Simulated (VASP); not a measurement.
# Y (Fm-3m) in VASP: notebook

The runs below take Y through single point, with BLYP.

All numbers are computed with VASP 6.6.1; they aren't measurements. Logs are shortened: lines on timing, memory, paths and dates and some standing lists are left out, and cuts for length are marked.

## 1. The cell of the first run

The structure is cubic, space group Fm-3m (No. 225). Conventional cell: a = 5.116 Å, b = 5.116 Å, c = 5.116 Å, α = 90.00°, β = 90.00°, γ = 90.00°. Y (site symmetry m-3m) has 12 Y at 3.62 Å within 4.8 Å.

## 2. Single point, BLYP

File INCAR:

```
PREC = Accurate
ENCUT = 520
EDIFF = 1E-6
ISMEAR = -1
SIGMA = 0.1
LREAL = False
LASPH = True
NELM = 60
ALGO = Normal
ISIF = 2
LWAVE = False
LCHARG = False
GGA = B5
ALDAX = 1.0
AGGAX = 1.0
AGGAC = 1.0
ALDAC = 0.0
NBANDS = 12
```

File KPOINTS:

```
regular mesh
0
Gamma
  11 11 11
```

File POSCAR:

```
Y
1.0
    0.0000000000      2.5578048788      2.5578048788
    2.5578048788      0.0000000000      2.5578048788
    2.5578048788      2.5578048788      0.0000000000
Y
1
Direct
    0.0000000000      0.0000000000      0.0000000000
```

Potentials or basis: VASP PAW PBE potentials, release 64 (Y_sv).

Command:

```console
$ cat potpaw_PBE.64/Y_sv/POTCAR > POTCAR
$ mpirun -np 1 vasp_std > vasp.out
```

OUTCAR:

```text
PREC = Accurate
   ENCUT = 520
   EDIFF = 1E-6
   ISMEAR = -1
   LREAL = False
   LASPH = True
   NELM = 60
   ISIF = 2
   GGA = B5

 ion  position               nearest neighbor table
   1  0.000  0.000  0.000-

  LATTYP: Found a face centered cubic cell.
 ALAT       =     5.1156097576

  Lattice vectors:

 A1 = (   0.0000000000,   2.5578048788,   2.5578048788)
 A2 = (   2.5578048788,   0.0000000000,   2.5578048788)
 A3 = (   2.5578048788,   2.5578048788,   0.0000000000)

Analysis of symmetry for initial positions (statically):
=====================================================================
 Subroutine PRICEL returns:
 Original cell was already a primitive cell.

 Routine SETGRP: Setting up the symmetry group for a
 face centered cubic supercell.

 Subroutine GETGRP returns: Found 48 space group operations
 (whereof 48 operations were pure point group operations)
 out of a pool of 48 trial point group operations.

The static configuration has the point symmetry O_h .

Analysis of symmetry for dynamics (positions and initial velocities):
=====================================================================
 Subroutine PRICEL returns:
 Original cell was already a primitive cell.

 Routine SETGRP: Setting up the symmetry group for a
 face centered cubic supercell.

 Subroutine GETGRP returns: Found 48 space group operations
 (whereof 48 operations were pure point group operations)
 out of a pool of 48 trial point group operations.

The dynamic configuration has the point symmetry O_h .

 Subroutine INISYM returns: Found 48 space group operations
 (whereof 48 operations are pure point group operations),
 and found     1 'primitive' translations

----------------------------------------------------------------------------------------

                                     Primitive cell

  volume of cell :      33.4682

  direct lattice vectors                    reciprocal lattice vectors
     0.000000000  2.557804879  2.557804879    -0.195480118  0.195480118  0.195480118
     2.557804879  0.000000000  2.557804879     0.195480118 -0.195480118  0.195480118
     2.557804879  2.557804879  0.000000000     0.195480118  0.195480118 -0.195480118

  length of vectors
     3.617282350  3.617282350  3.617282350     0.338581497  0.338581497  0.338581497

  position of ions in fractional coordinates (direct lattice)
     0.000000000  0.000000000  0.000000000

  ion indices of the primitive-cell ions
   primitive index   ion index
                 1           1

----------------------------------------------------------------------------------------

 KPOINTS: regular mesh

Automatic generation of k-mesh.
 Grid dimensions read from file:
 generate k-points for:   11   11   11

 Generating k-lattice:

  Cartesian coordinates                     Fractional coordinates (reciprocal lattice)
    -0.017770920  0.017770920  0.017770920     0.090909091  0.000000000  0.000000000
     0.017770920 -0.017770920  0.017770920     0.000000000  0.090909091  0.000000000
     0.017770920  0.017770920 -0.017770920     0.000000000  0.000000000  0.090909091

  Length of vectors
     0.030780136  0.030780136  0.030780136

  Shift w.r.t. Gamma in fractional coordinates (k-lattice)
     0.000000000  0.000000000  0.000000000

 Subroutine IBZKPT returns following result:
 ===========================================

 Found     56 irreducible k-points:

 Following reciprocal coordinates:
            Coordinates               Weight
  0.000000  0.000000  0.000000      1.000000
  0.090909  0.000000  0.000000      8.000000
  0.181818  0.000000  0.000000      8.000000
  0.272727  0.000000  0.000000      8.000000
  0.363636  0.000000  0.000000      8.000000
  0.454545  0.000000  0.000000      8.000000
[... 16 lines left out ...]
 -0.272727  0.181818  0.000000     24.000000
 -0.181818  0.181818  0.000000     12.000000
 [... further k-points ...]
   k-points           NKPTS =     56   k-points in BZ     NKDIM =     56   number of bands    NBANDS=     12
   number of dos      NEDOS =    301   number of ions     NIONS =      1
   total plane-waves  NPLWV =  21952
   dimension x,y,z NGX =    28 NGY =   28 NGZ =   28
   dimension x,y,z NGXF=    56 NGYF=   56 NGZF=   56
   ions per type =               1
   NGX,Y,Z   is equivalent  to a cutoff of  12.87, 12.87, 12.87 a.u.
   NGXF,Y,Z  is equivalent  to a cutoff of  25.74, 25.74, 25.74 a.u.
 SYSTEM =  unknown system
   PREC   = accura    normal or accurate (medium, high low for compatibility)
   ISTART =      0    job   : 0-new  1-cont  2-samecut
   ICHARG =      2    charge: 1-file 2-atom 10-const
   ISPIN  =      1    spin polarized calculation?
   LNONCOLLINEAR =      F non collinear calculations
   LSORBIT =      F    spin-orbit coupling
   LASPH  =      T    aspherical Exc in radial PAW
   ENCUT  =  520.0 eV  38.22 Ry    6.18 a.u.   6.73  6.73  6.73*2*pi/ulx,y,z
   NELM   =     60;   NELMIN=  2; NELMDL= -5     # of ELM steps
   EDIFF  = 0.1E-05   stopping-criterion for ELM
   LREAL  =      F    real-space projection
   EDIFFG = 0.1E-04   stopping-criterion for IOM
   NSW    =      0    number of steps for IOM
   IBRION =     -1    ionic relax: 0-MD 1-quasi-New 2-CG
   NFREE  =      0    steps in history (QN), initial steepest desc. (CG)
   ISIF   =      2    stress and relaxation
   ISYM   =      2    0-nonsym 1-usesym 2-fastsym
   POTIM  = 0.5000    time-step for ionic-motion
   TEBEG  =    0.0;   TEEND  =   0.0 temperature during run
   PSTRESS=    0.0 pullay stress
   NELECT =      11.0000    total number of electrons
   NUPDOWN=      -1.0000    fix difference up-down
   EMIN   =  10.00;   EMAX   =-10.00  energy-range for DOS
   EFERMI =   0.00;   METHOD = LEGACY
   ISMEAR =    -1;   SIGMA  =   0.10  broadening in eV -4-tet -1-fermi 0-gaus
   EFERMI_NEDOS =   21; number of points for ismear=-14 and -15
   IALGO  =     38    algorithm
   IMIX   =      4    mixing-type and parameters
     AMIX     =   0.40;   BMIX     =  1.00
     AMIX_MAG =   1.60;   BMIX_MAG =  1.00
  volume/ion in A,a.u.               =      33.47       225.85
  Fermi-wavevector in a.u.,A,eV,Ry     =   1.129783  2.134980 17.366603  1.276409
  Thomas-Fermi vector in A             =   2.266477
   LORBIT       =      0    0 simple, 1 ext, 2 COOP (PROOUT), +10 PAW based schemes
   GGA     = B5    functional components
   LHFCALC =     F    Hartree Fock is set to
   AEXX    =    0.0000 exact exchange contribution
   IVDW    =     0    specifies the selected vdW correction
   LEPSILON=     F    determine dielectric tensor
   LRPA    =     F    only Hartree local field effects (RPA)
 non-spin polarized calculation
  energy-cutoff  :      520.00
  volume of cell :       33.47
 maximum number of plane-waves:       914
   NGX = 13   NGY = 13   NGZ = 13

 number of electron      11.0000001 magnetization

 Free energy of the ion-electron system (eV)
  ---------------------------------------------------
  ext. energy  EPLUGINS =         0.00000000
  ---------------------------------------------------
  free energy    TOTEN  =        -5.46027333 eV

  energy without entropy =       -5.40580408  energy(sigma->0) =       -5.43303870

 E-fermi :   3.4499     XC(G=0):  -8.8363

 val. band max:        3.4204243738   @ k =  -0.2727   0.4545   0.1818
 cond. band min:       3.4519552085   @ k =   0.4545   0.1818   0.0000
 fundamental gap:      0.0315308348
 Fermi energy:         3.4499137232

 k-point     1 :       0.0000    0.0000    0.0000
  band No.  band energies     occupation
      1     -39.2884      2.00000
      2     -19.0914      2.00000
      3     -19.0914      2.00000
      4     -19.0914      2.00000
      5      -1.1614      2.00000
      6       5.0918      0.00000
      7       5.0918      0.00000
      8       5.0918      0.00000
      9       6.9782      0.00000
     10       6.9782      0.00000
     11      12.4079      0.00000
     12      15.6248      0.00000

 k-point     2 :       0.0909    0.0000    0.0000
  band No.  band energies     occupation
      1     -39.2838      2.00000
      2     -19.1342      2.00000
      3     -19.0969      2.00000
      4     -19.0969      2.00000
      5      -0.9621      2.00000
      6       4.8855      0.00000
      7       5.1823      0.00000
      8       5.1823      0.00000
      9       6.8864      0.00000
     10       6.8864      0.00000
     11      12.8451      0.00000
     12      14.7672      0.00000

 k-point     3 :       0.1818    0.0000    0.0000
  band No.  band energies     occupation
      1     -39.2714      2.00000
      2     -19.2474      2.00000
      3     -19.1116      2.00000
      4     -19.1116      2.00000
      5      -0.4051      2.00000
      6       4.4360      0.00010
      7       5.3426      0.00000
      8       5.3426      0.00000
      9       6.7966      0.00000
     10       6.7966      0.00000
     11      13.2622      0.00000
     12      14.1342      0.00000
[... 286 lines left out ...]
 k-point    23 :      -0.2727    0.1818    0.0000
  band No.  band energies     occupation
      1     -39.2359      2.00000
      2     -19.4626      2.00000
      3     -19.2562      2.00000
      4     -19.1480      2.00000
      5       1.4931      2.00000
      6       3.7458      0.09866
      7       4.4352      0.00011
      8       5.6763      0.00000
      9       6.7142      0.00000
     10       8.7057      0.00000
     11      12.1345      0.00000
     12      14.3508      0.00000

 k-point    24 :      -0.1818    0.1818    0.0000
  band No.  band energies     occupation
      1     -39.2497      2.00000
      2     -19.3782      2.00000
      3     -19.2109      2.00000
      4     -19.1258      2.00000
      5       0.6938      2.00000
      6       3.9052      0.02085
      7       4.8865      0.00000
      8       5.9622      0.00000
      9       6.0131      0.00000
     10       7.9698      0.00000
     11      13.1266      0.00000
     12      15.2188      0.00000

 [... further k-points ...]
[... 5 lines left out ...]
  --------------------------------------------------------------------------------------
  -------------------------------------------------------------------------------------
  Total       -0.0196964     -0.0196964     -0.0196964     -0.0000000     -0.0000000     -0.0000000
  in kB       -0.9428983     -0.9428983     -0.9428983     -0.0000000     -0.0000000     -0.0000000
  external PRESSURE =      -0.9428983 kB  Pullay stress =       0.0000000 kB

 VOLUME and BASIS-vectors are now :
 -----------------------------------------------------------------------------
  energy-cutoff  :      520.00
  volume of cell :       33.47
      direct lattice vectors                 reciprocal lattice vectors
     0.000000000  2.557804879  2.557804879    -0.195480118  0.195480118  0.195480118
     2.557804879  0.000000000  2.557804879     0.195480118 -0.195480118  0.195480118
     2.557804879  2.557804879  0.000000000     0.195480118  0.195480118 -0.195480118

 POSITION                                       TOTAL-FORCE (eV/Angst)
 -----------------------------------------------------------------------------------
      0.00000      0.00000      0.00000        -0.000000      0.000000     -0.000000
 -----------------------------------------------------------------------------------
    total drift:                                0.000000     -0.000000     -0.000000

  FREE ENERGIE OF THE ION-ELECTRON SYSTEM (eV)
  ---------------------------------------------------
  free  energy   TOTEN  =        -5.4602733264 eV

  energy  without entropy=       -5.4058040771  energy(sigma->0) =       -5.43303870
```

Wall time 16 s (1 thread of Intel Xeon 6975P-C (Granite Rapids), shared host); peak memory 0.18 GiB.

What came out:

| Item | Value |
| --- | --- |
| Free energy | -5.4603 eV |
| Pressure | -0.1 GPa |

Levels at points of the mesh, in eV from the Fermi level:
```
           k point  band 3  band 4  band 5  band 6  band 7  band 8
(0.00, 0.00, 0.00)  -22.54  -22.54   -4.61    1.64    1.64    1.64
```

Caveat: the PAW data sets were made with another functional, which shifts forces and pressure a little.

(Continued in part 2 of 2.)
